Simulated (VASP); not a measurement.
# Pt in VASP: further runs

The runs below take Pt through single point, with PBEsol.

Program: VASP 6.6.1. These are calculated values, not measurements. Logs are shortened: lines on timing, memory, paths and dates and some standing lists are left out, and cuts for length are marked.

## Step 1: The cell of the first run

It takes space group Fm-3m (No. 225, cubic). The conventional cell has a = 3.720 Å, b = 3.720 Å, c = 3.720 Å, α = 90.00°, β = 90.00°, γ = 90.00°. Pt (site symmetry m-3m) has 12 Pt at 2.63 Å within 3.5 Å.

## Step 2: Single point, PBEsol (strain -0.050 along x and y, -0.050 along z)

The input, INCAR:

```
PREC     = Accurate       # precision mode
ENCUT    = 520            # plane-wave cutoff, eV
EDIFF    = 1E-7           # SCF threshold, eV
ISMEAR   = 0              # smearing method
SIGMA    = 0.15           # smearing width, eV
LREAL    = F              # projectors in reciprocal space
LASPH    = T              # aspherical terms in the spheres
NELM     = 80             # most SCF steps
ALGO     = Normal         # electronic algorithm
ISIF     = 2              # what is computed and relaxed
LWAVE    = F              # write WAVECAR
LCHARG   = T              # write CHGCAR
GGA      = PS             # functional
LELF     = T              # ELF
LVHAR    = T            
NBANDS   = 11             # bands
```

The input, KPOINTS:

```
Automatic mesh
0
Gamma
  20 20 20
```

The input, POSCAR:

```
Pt
1.0
    0.0000000000      1.8600050000      1.8600050000
    1.8600050000      0.0000000000      1.8600050000
    1.8600050000      1.8600050000      0.0000000000
Pt
1
Direct
    0.0000000000      0.0000000000      0.0000000000
```

Potentials or basis: VASP PAW PBE potentials, release 64 (Pt).

Launch:

```sh
$ cat potpaw_PBE.64/Pt/POTCAR > POTCAR
$ mpirun -np 1 vasp_std > vasp.out
```

OUTCAR:

```text
PREC = Accurate
   ENCUT = 520
   EDIFF = 1E-7
   ISMEAR = 0
   LREAL = F
   LASPH = T
   NELM = 80
   ISIF = 2
   GGA = PS

 ion  position               nearest neighbor table
   1  0.000  0.000  0.000-

  LATTYP: Found a face centered cubic cell.
 ALAT       =     3.7200100000

  Lattice vectors:

 A1 = (   0.0000000000,   1.8600050000,   1.8600050000)
 A2 = (   1.8600050000,   0.0000000000,   1.8600050000)
 A3 = (   1.8600050000,   1.8600050000,   0.0000000000)

Analysis of symmetry for initial positions (statically):
=====================================================================
 Subroutine PRICEL returns:
 Original cell was already a primitive cell.

 Routine SETGRP: Setting up the symmetry group for a
 face centered cubic supercell.

 Subroutine GETGRP returns: Found 48 space group operations
 (whereof 48 operations were pure point group operations)
 out of a pool of 48 trial point group operations.

The static configuration has the point symmetry O_h .

Analysis of symmetry for dynamics (positions and initial velocities):
=====================================================================
 Subroutine PRICEL returns:
 Original cell was already a primitive cell.

 Routine SETGRP: Setting up the symmetry group for a
 face centered cubic supercell.

 Subroutine GETGRP returns: Found 48 space group operations
 (whereof 48 operations were pure point group operations)
 out of a pool of 48 trial point group operations.

The dynamic configuration has the point symmetry O_h .

 Subroutine INISYM returns: Found 48 space group operations
 (whereof 48 operations are pure point group operations),
 and found     1 'primitive' translations

----------------------------------------------------------------------------------------

                                     Primitive cell

  volume of cell :      12.8698

  direct lattice vectors                    reciprocal lattice vectors
     0.000000000  1.860005000  1.860005000    -0.268816482  0.268816482  0.268816482
     1.860005000  0.000000000  1.860005000     0.268816482 -0.268816482  0.268816482
     1.860005000  1.860005000  0.000000000     0.268816482  0.268816482 -0.268816482

  length of vectors
     2.630444297  2.630444297  2.630444297     0.465603804  0.465603804  0.465603804

  position of ions in fractional coordinates (direct lattice)
[... 80 lines left out ...]
   NSW    =      0    number of steps for IOM
   IBRION =     -1    ionic relax: 0-MD 1-quasi-New 2-CG
   NFREE  =      0    steps in history (QN), initial steepest desc. (CG)
   ISIF   =      2    stress and relaxation
   ISYM   =      2    0-nonsym 1-usesym 2-fastsym
   POTIM  = 0.5000    time-step for ionic-motion
   TEBEG  =    0.0;   TEEND  =   0.0 temperature during run
   PSTRESS=    0.0 pullay stress
   NELECT =      10.0000    total number of electrons
   NUPDOWN=      -1.0000    fix difference up-down
   EMIN   =  10.00;   EMAX   =-10.00  energy-range for DOS
   EFERMI =   0.00;   METHOD = LEGACY
   ISMEAR =     0;   SIGMA  =   0.15  broadening in eV -4-tet -1-fermi 0-gaus
   EFERMI_NEDOS =   21; number of points for ismear=-14 and -15
   IALGO  =     38    algorithm
   IMIX   =      4    mixing-type and parameters
     AMIX     =   0.40;   BMIX     =  1.00
     AMIX_MAG =   1.60;   BMIX_MAG =  1.00
  volume/ion in A,a.u.               =      12.87        86.85
  Fermi-wavevector in a.u.,A,eV,Ry     =   1.505049  2.844131 30.819554  2.265173
  Thomas-Fermi vector in A             =   2.615949
   LORBIT       =      0    0 simple, 1 ext, 2 COOP (PROOUT), +10 PAW based schemes
   GGA     = PS    functional components
   LHFCALC =     F    Hartree Fock is set to
   AEXX    =    0.0000 exact exchange contribution
   IVDW    =     0    specifies the selected vdW correction
   LEPSILON=     F    determine dielectric tensor
   LRPA    =     F    only Hartree local field effects (RPA)
 non-spin polarized calculation
 Gauss-broadening in eV      SIGMA  =   0.15
  energy-cutoff  :      520.00
  volume of cell :       12.87
 maximum number of plane-waves:       360
   NGX =  9   NGY =  9   NGZ =  9

 number of electron      10.0000000 magnetization

 Free energy of the ion-electron system (eV)
  ---------------------------------------------------
  ext. energy  EPLUGINS =         0.00000000
  ---------------------------------------------------
  free energy    TOTEN  =        -6.58726782 eV

  energy without entropy =       -6.57243735  energy(sigma->0) =       -6.57985258

 E-fermi :  14.4585     XC(G=0): -14.5806

 val. band max:       14.4511068583   @ k =   0.4500   0.0500   0.0000
 cond. band min:      14.4634600630   @ k =   0.4000   0.1500   0.0000
 fundamental gap:      0.0123532047
 Fermi energy:        14.4585056091

 k-point     1 :       0.0000    0.0000    0.0000
  band No.  band energies     occupation
      1       2.2174      2.00000
      2       9.5240      2.00000
      3       9.5240      2.00000
      4       9.5240      2.00000
      5      12.3446      2.00000
      6      12.3446      2.00000
      7      28.4368      0.00000
      8      34.3259      0.00000
      9      34.3259      0.00000
     10      34.3259      0.00000
     11      40.2311      0.00000
[... 309 lines left out ...]
 k-point    24 :      -0.3500    0.0500    0.0000
  band No.  band energies     occupation
      1       5.3290      2.00000
      2       9.5961      2.00000
      3       9.7091      2.00000
      4      10.6476      2.00000
      5      13.4105      2.00000
      6      14.2606      1.93788
      7      24.7299      0.00000
      8      29.3849      0.00000
      9      35.4214      0.00000
     10      37.0675      0.00000
     11      41.3023      0.00000

 [... further k-points ...]

------------------------ aborting loop because EDIFF is reached ----------------------------------------

  FORCE on cell =-STRESS in cart. coord.  units (eV):
  Direction    XX          YY          ZZ          XY          YZ          ZX
  --------------------------------------------------------------------------------------
  -------------------------------------------------------------------------------------
  Total        5.4220137      5.4220137      5.4220137     -0.0000000      0.0000000     -0.0000000
  in kB      674.9923706    674.9923706    674.9923706     -0.0000000      0.0000000     -0.0000000
  external PRESSURE =     674.9923706 kB  Pullay stress =       0.0000000 kB

 VOLUME and BASIS-vectors are now :
 -----------------------------------------------------------------------------
  energy-cutoff  :      520.00
  volume of cell :       12.87
      direct lattice vectors                 reciprocal lattice vectors
     0.000000000  1.860005000  1.860005000    -0.268816482  0.268816482  0.268816482
     1.860005000  0.000000000  1.860005000     0.268816482 -0.268816482  0.268816482
     1.860005000  1.860005000  0.000000000     0.268816482  0.268816482 -0.268816482

 POSITION                                       TOTAL-FORCE (eV/Angst)
 -----------------------------------------------------------------------------------
      0.00000      0.00000      0.00000        -0.000000      0.000000      0.000000
 -----------------------------------------------------------------------------------
    total drift:                                0.000000     -0.000000      0.000000

  FREE ENERGIE OF THE ION-ELECTRON SYSTEM (eV)
  ---------------------------------------------------
  free  energy   TOTEN  =        -6.5872678173 eV

  energy  without entropy=       -6.5724373475  energy(sigma->0) =       -6.57985258
```

OSZICAR:

```text
N       E                     dE             d eps       ncg     rms          rms(c)
DAV:   1     0.408878010741E+02    0.40888E+02   -0.55168E+03  5712   0.866E+02
DAV:   2    -0.635534942986E+01   -0.47243E+02   -0.45527E+02  6466   0.186E+02
DAV:   3    -0.699547696739E+01   -0.64013E+00   -0.63713E+00  6597   0.203E+01
DAV:   4    -0.699772142916E+01   -0.22445E-02   -0.22443E-02  6614   0.142E+00
DAV:   5    -0.699773594873E+01   -0.14520E-04   -0.14519E-04  6655   0.102E-01    0.212E+01
DAV:   6    -0.666102549922E+01    0.33671E+00   -0.55267E-01  6301   0.624E+00    0.113E+01
DAV:   7    -0.659271227523E+01    0.68313E-01   -0.20186E-01  6619   0.364E+00    0.256E+00
DAV:   8    -0.658742810799E+01    0.52842E-02   -0.12070E-02  6196   0.104E+00    0.567E-01
DAV:   9    -0.658726172490E+01    0.16638E-03   -0.14934E-04  6564   0.119E-01    0.151E-02
DAV:  10    -0.658726763911E+01   -0.59142E-05   -0.38348E-06  7381   0.131E-02    0.369E-03
DAV:  11    -0.658726778849E+01   -0.14939E-06   -0.59251E-08  5648   0.235E-03    0.115E-03
DAV:  12    -0.658726781731E+01   -0.28815E-07   -0.40541E-09  3458   0.428E-04
   1 F= -.65872678E+01 E0= -.65798526E+01  d E =-.148305E-01
```

stdout:

```text
POSCAR found type information on POSCAR Pt
 POSCAR found :  1 types and       1 ions
 scaLAPACK will be used
 -----------------------------------------------------------------------------
|                                                                             |
|                                                                             |
|     You enforced a specific xc type in the INCAR file but a different       |
|     I HOPE YOU KNOW WHAT YOU ARE DOING!                                     |
|                                                                             |
 -----------------------------------------------------------------------------

 LDA part: xc-table for (Slater+PW92), standard interpolation
 POSCAR, INCAR and KPOINTS ok, starting setup
 FFT: planning ... GRIDC
 FFT: planning ... GRID_SOFT
 FFT: planning ... GRID
 WAVECAR not read
 entering main loop
```

Wall time 44 s (1 thread of Intel Xeon 8259CL, shared host); peak memory 0.16 GiB.

What came out:

```yaml
Free_energy: -6.5873 eV
Pressure: 67.5 GPa
Band_gap_on_the_k_mesh: zero (bands 5 and 6 overlap by 2.96 eV)
```

Caveat: the cell differs from its parent crystal (strain -0.050 along x and y, -0.050 along z); the cell stands under pressure; the PAW data sets were made with another functional, which shifts forces and pressure a little; spin-orbit coupling is left out, which moves the levels of the heavy elements.

(Continued in part 2 of 2.)
